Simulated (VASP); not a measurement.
Runs of VASP 6.6.1 on TaN. The structure is that of space group Fm-3m (No. 225), or close to it. The cells are those of the table. 

```csv
level,potentials or basis,spin,fixed moment (μB),cell,k mesh,cutoff (eV),smearing,second run,gap on the mesh (eV),pressure (GPa),moment (μB)
PBE,"VASP PAW PBE potentials, release 64 (Ta_pv, N)","collinear, ferromagnetic start",-,"a = 3.082 Å, angles 60.0°, 2 atoms",7 × 7 × 7,520,gaussian 0.05 eV,-,none,15.3,0.00
PBE,"VASP PAW PBE potentials, release 64 (Ta_pv, N)",off,-,"a = 3.040 Å, angles 60.0°, 2 atoms",10 × 10 × 10,520,fermi-dirac 0.05 eV,-,none,33.1,-
r2SCAN,"VASP PAW PBE potentials, release 64 (Ta_pv, N)",off,-,"a = 3.082 Å, angles 60.0°, 2 atoms",10 × 10 × 10,520,fermi-dirac 0.05 eV,-,none,(a),-
PBE,"VASP PAW PBE potentials, release 64 (Ta_sv_GW, N)",off,-,"a = 3.082 Å, angles 60.0°, 2 atoms",10 × 10 × 10,600,fermi-dirac 0.05 eV,valence_matched,none,(b),-
PBE,"VASP PAW PBE potentials, release 64 (Ta_pv, N)","collinear, ferromagnetic start",3.0,"a = 3.082 Å, angles 60.0°, 2 atoms",7 × 7 × 7,520,gaussian 0.05 eV,-,-,71.5,3.00
```

Alike in all rows: task single point.

Task: Estimate the missing entries.

Result: (a) 11.8; (b) 14.5.

Caveats: spin-orbit coupling is left out, which moves the levels of the heavy elements; the PAW data sets were made with another functional, which shifts forces and pressure a little (some runs); the total moment is fixed, so each spin has its own Fermi level (some runs).

A k mesh can miss the band edges, and the runs leave out spin-orbit coupling on Ta.

A gap of «none» marks levels without a gap at the run's occupations.

The runs don't all hold the same shells in valence.
